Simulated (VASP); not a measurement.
# Al12O in VASP: further runs, part 2 of 2

VASP 6.6.1. The steps go on from the part before.

### Step 4. Single point, LDA

Contents of INCAR:

```
SYSTEM = Al12O
PREC = Accurate
ENCUT = 520
EDIFF = 1E-7
ISMEAR = 0
SIGMA = 0.1
LREAL = .FALSE.
LASPH = .TRUE.
NELM = 100
ALGO = Normal
ISIF = 2
LWAVE = .FALSE.
LCHARG = .FALSE.
NBANDS = 33
```

Contents of KPOINTS:

```
regular mesh
0
G
  3 3 1
  0 0 0
```

Contents of POSCAR:

```
Al12O
1.0
    5.7275650000      0.0000000000      0.0000000000
    2.8637820000      4.9602170000      0.0000000000
    0.0000000000      0.0000000000     17.6765370000
Al O
12 1
Direct
    0.1666666208      0.1666667003      0.0565722234
    0.6666667081      0.1666667003      0.0565722234
    0.1666666712      0.6666665995      0.0565722234
    0.6666667585      0.6666665995      0.0565722234
   -0.1692426208      0.3310982161      0.1904710747
    0.3296175221      0.3295502999      0.1905988713
   -0.1661162915      0.8317315553      0.1792753298
    0.3313002882      0.8318115921      0.1903455411
   -0.0011401908      0.0000078626      0.3193650431
    0.4751514104      0.0038076963      0.3193729632
   -0.0014533106      0.4805672816      0.3193304209
    0.4914970428      0.4955652142      0.3138620987
    0.8221054587      0.8283359377      0.3571967745
```

Potentials or basis: VASP PAW LDA potentials, release 64 (Al, O).

Run with:

```console
> cat potpaw_LDA.64/Al/POTCAR potpaw_LDA.64/O/POTCAR > POTCAR
> mpirun -np 1 vasp_std > vasp.out
```

OUTCAR:

```text
SYSTEM = Al12O
   PREC = Accurate
   ENCUT = 520
   EDIFF = 1E-7
   ISMEAR = 0
   LREAL = .FALSE.
   LASPH = .TRUE.
   NELM = 100
   ISIF = 2

 ion  position               nearest neighbor table
   1  0.167  0.167  0.057-   2 2.86   4 2.86   3 2.86   3 2.86   2 2.86   4 2.86   6 2.87   8 2.89
                             5 2.89
   2  0.667  0.167  0.057-   7 2.73   1 2.86   4 2.86   3 2.86   3 2.86   4 2.86   1 2.86   5 2.87
                             6 2.90
   3  0.167  0.667  0.057-   7 2.73   4 2.86   1 2.86   2 2.86   2 2.86   1 2.86   4 2.86   8 2.88
                             6 2.90
   4  0.667  0.667  0.057-   7 2.72   3 2.86   1 2.86   2 2.86   2 2.86   3 2.86   1 2.86   8 2.89
                             5 2.89
   5  0.831  0.331  0.190-  12 2.75  11 2.77   9 2.81   6 2.85   7 2.86   8 2.86   8 2.86   2 2.87
                             6 2.87   7 2.88   4 2.89   1 2.89
   6  0.330  0.330  0.191-  12 2.72  10 2.79  11 2.81   8 2.85   5 2.85   7 2.86   1 2.87   5 2.87
                             7 2.88   8 2.88   2 2.90   3 2.90
   7  0.834  0.832  0.179-   4 2.72   3 2.73   2 2.73   8 2.86   5 2.86   6 2.86   6 2.88   5 2.88
                             8 2.88   9 2.98  11 3.03  10 3.05
   8  0.331  0.832  0.190-  12 2.75  10 2.77   9 2.81   6 2.85   7 2.86   5 2.86   5 2.86   3 2.88
                             6 2.88   7 2.88   1 2.89   4 2.89
   9  0.999  0.000  0.319-  13 1.85  10 2.74  11 2.75   5 2.81   8 2.81  12 2.86  12 2.87  11 2.98
                             7 2.98  10 2.99
  10  0.475  0.004  0.319-  13 1.85  11 2.73   9 2.74   8 2.77   6 2.79  12 2.87  12 2.87   9 2.99
                            11 3.00   7 3.05
  11  0.999  0.481  0.319-  13 1.85  10 2.73   9 2.75   5 2.77   6 2.81  12 2.86  12 2.87   9 2.98
                            10 3.00   7 3.03
  12  0.491  0.496  0.314-   6 2.72   8 2.75   5 2.75   9 2.86  11 2.86  10 2.87  10 2.87  11 2.87
                             9 2.87
  13  0.822  0.828  0.357-  10 1.85  11 1.85   9 1.85

  LATTYP: Found a hexagonal cell.
 ALAT       =     5.7275649303
 C/A-ratio  =     3.0862220185

  Lattice vectors:

 A1 = (  -2.8637820000,  -4.9602170000,   0.0000000000)
 A2 = (   5.7275650000,   0.0000000000,   0.0000000000)
 A3 = (   0.0000000000,   0.0000000000,  17.6765370000)

Analysis of symmetry for initial positions (statically):
[... 170 lines left out ...]
  ext. energy  EPLUGINS =         0.00000000
  ---------------------------------------------------
  free energy    TOTEN  =       -56.67606915 eV

  energy without entropy =      -56.62234126  energy(sigma->0) =      -56.64920520

 E-fermi :   0.8477     XC(G=0):  -5.1862

 val. band max:        0.8391963775   @ k =   0.3333   0.3333   0.0000
 cond. band min:       0.9382940499   @ k =   0.3333   0.3333   0.0000
 fundamental gap:      0.0990976724
 Fermi energy:         0.8476636749

 k-point     1 :       0.0000    0.0000    0.0000
  band No.  band energies     occupation
      1     -19.4069      2.00000
      2      -9.6765      2.00000
      3      -7.8535      2.00000
      4      -6.5490      2.00000
      5      -6.5119      2.00000
      6      -5.2120      2.00000
[... 169 lines left out ...]
     32       3.9950      0.00000
     33       4.1808      0.00000

------------------------ aborting loop because EDIFF is reached ----------------------------------------

  FORCE on cell =-STRESS in cart. coord.  units (eV):
  Direction    XX          YY          ZZ          XY          YZ          ZX
  --------------------------------------------------------------------------------------
  -------------------------------------------------------------------------------------
  Total       -7.7056705     -7.9422073      0.0892180      0.2426750      0.0810507      0.1569471
  in kB      -24.5840330    -25.3386757      0.2846394      0.7742261      0.2585828      0.5007213
  external PRESSURE =     -16.5460231 kB  Pullay stress =       0.0000000 kB

 VOLUME and BASIS-vectors are now :
 -----------------------------------------------------------------------------
  energy-cutoff  :      520.00
  volume of cell :      502.19
      direct lattice vectors                 reciprocal lattice vectors
     5.727565000  0.000000000  0.000000000     0.174594265 -0.100802024  0.000000000
     2.863782000  4.960217000  0.000000000     0.000000000  0.201604083  0.000000000
     0.000000000  0.000000000 17.676537000     0.000000000  0.000000000  0.056572167

 POSITION                                       TOTAL-FORCE (eV/Angst)
 -----------------------------------------------------------------------------------
      1.43189      0.82670      1.00000         0.003527      0.004155      0.057657
      4.29567      0.82670      1.00000        -0.012922     -0.166142     -0.026351
      2.86378      3.30681      1.00000        -0.153143      0.071633     -0.044067
      5.72757      3.30681      1.00000         0.125121      0.069311     -0.003051
      5.70641      1.64232      3.36687         0.006096      0.000874     -0.004066
      2.83167      1.63464      3.36913         0.003026      0.000581     -0.009345
      7.15802      4.12557      3.16897        -0.002507      0.003167      0.009071
      4.27967      4.12597      3.36465         0.003575     -0.001041     -0.003898
      5.72106      0.00004      5.64527         0.030917      0.036248     -0.013866
      2.73237      0.01889      5.64541        -0.024680      0.029491     -0.009457
      7.09548      2.38372      5.64466         0.010222     -0.037644     -0.004649
      4.23427      2.45811      5.54800         0.001809      0.000800      0.009221
      7.08084      4.10873      6.31400         0.008958     -0.011433      0.042801
 -----------------------------------------------------------------------------------
    total drift:                               -0.000032      0.000062      0.000063

  FREE ENERGIE OF THE ION-ELECTRON SYSTEM (eV)
  ---------------------------------------------------
  free  energy   TOTEN  =       -56.6760691471 eV

  energy  without entropy=      -56.6223412594  energy(sigma->0) =      -56.64920520
```

stdout:

```text
POSCAR found type information on POSCAR AlO
 POSCAR found :  2 types and      13 ions
 scaLAPACK will be used
 LDA part: xc-table for (Slater(with rela. corr.)+CA(PZ))
 , standard interpolation
 POSCAR, INCAR and KPOINTS ok, starting setup
 FFT: planning ... GRIDC
 FFT: planning ... GRID_SOFT
 FFT: planning ... GRID
 WAVECAR not read
 entering main loop
```

Run time: 2.1 min. Hardware: 1 thread of Intel Xeon 6975P-C (Granite Rapids), shared host; peak memory 0.48 GiB.

What came out:

```yaml
Free_energy: -56.6761 eV
Largest_force: 0.175 eV/Å
Band_gap_on_the_k_mesh: zero (bands 21 and 22 overlap by 0.34 eV)
```

Forces on the atoms (eV/Å):
```
Al   0.004  0.004  0.058
Al  -0.013 -0.166 -0.026
Al  -0.153  0.072 -0.044
Al   0.125  0.069 -0.003
Al   0.006  0.001 -0.004
Al   0.003  0.001 -0.009
Al  -0.003  0.003  0.009
Al   0.004 -0.001 -0.004
Al   0.031  0.036 -0.014
Al  -0.025  0.029 -0.009
Al   0.010 -0.038 -0.005
Al   0.002  0.001  0.009
O    0.009 -0.011  0.043
```

Levels at points of the mesh, in eV from the Fermi level:
| k point | band 19 | band 20 | band 21 | band 22 | band 23 | band 24 |
| --- | --- | --- | --- | --- | --- | --- |
| (0.00, 0.00, 0.00) | -2.09 | -1.70 | -0.62 | -0.35 | -0.34 | 0.69 |

Caveat: the k points lie up to 0.42 Å⁻¹ apart.

### Step 5. Single point, LDA

Contents of INCAR:

```
PREC = Accurate ; ENCUT = 520
EDIFF = 1E-7 ; ISMEAR = 0
SIGMA = 0.1 ; LREAL = F
LASPH = T ; NELM = 60
ALGO = Normal ; ISIF = 2
LWAVE = F ; LCHARG = T
LELF = T ; LVHAR = T
NBANDS = 33
```

Contents of KPOINTS:

```
Automatic mesh
0
Gamma
  3 3 1
```

Contents of POSCAR:

```
Al12O
1.0
    5.7275650000      0.0000000000      0.0000000000
    2.8637820000      4.9602170000      0.0000000000
    0.0000000000      0.0000000000     17.6765370000
Al O
12 1
Direct
    0.1666666208      0.1666667003      0.0565722234
    0.6666667081      0.1666667003      0.0565722234
    0.1666666712      0.6666665995      0.0565722234
    0.6666667585      0.6666665995      0.0565722234
   -0.1671035903      0.3335249244      0.1864572795
    0.3328690663      0.3335773415      0.1864730631
   -0.1670991702      0.8335482097      0.1864590332
    0.3329284470      0.8335542578      0.1879692838
    0.0120734117     -0.0060735246      0.3203126834
    0.4935745218     -0.0059924798      0.3202533958
   -0.0003949001      0.5002125915      0.3110076934
    0.4936769526      0.5123787931      0.3202448534
    0.6663483612      1.1668148793      0.3590348042
```

Run with:

```console
> cat potpaw_LDA.64/Al/POTCAR potpaw_LDA.64/O/POTCAR > POTCAR
> mpirun -np 1 vasp_std > vasp.out
```

Run time: 1.7 min. Hardware: 1 thread of Intel Xeon 6975P-C (Granite Rapids), shared host; peak memory 0.48 GiB.

Results (log left out):

```yaml
Free_energy: -57.1627 eV
Largest_force: 0.125 eV/Å
Band_gap_on_the_k_mesh: zero (bands 21 and 22 overlap by 0.39 eV)
```

Forces on the atoms (eV/Å):
```
Al  -0.001  0.071 -0.057
Al  -0.001  0.001  0.125
Al  -0.062 -0.035 -0.057
Al   0.060 -0.035 -0.058
Al   0.006  0.001  0.003
Al  -0.003  0.001  0.002
Al   0.002 -0.005  0.003
Al   0.000  0.000 -0.007
Al   0.053 -0.031 -0.001
Al  -0.056 -0.031  0.001
Al   0.002 -0.002  0.000
Al  -0.002  0.065  0.002
O    0.002 -0.001  0.044
```

Levels at points of the mesh, in eV from the Fermi level:
| k point | band 17 | band 18 | band 19 | band 20 | band 21 | band 22 | band 23 | band 24 | band 25 | band 26 |
| --- | --- | --- | --- | --- | --- | --- | --- | --- | --- | --- |
| (0.00, 0.00, 0.00) | -2.66 | -2.38 | -2.38 | -1.45 | -0.41 | -0.41 | -0.34 | 0.82 | 0.95 | 0.95 |

Caveat: the k points lie up to 0.42 Å⁻¹ apart.
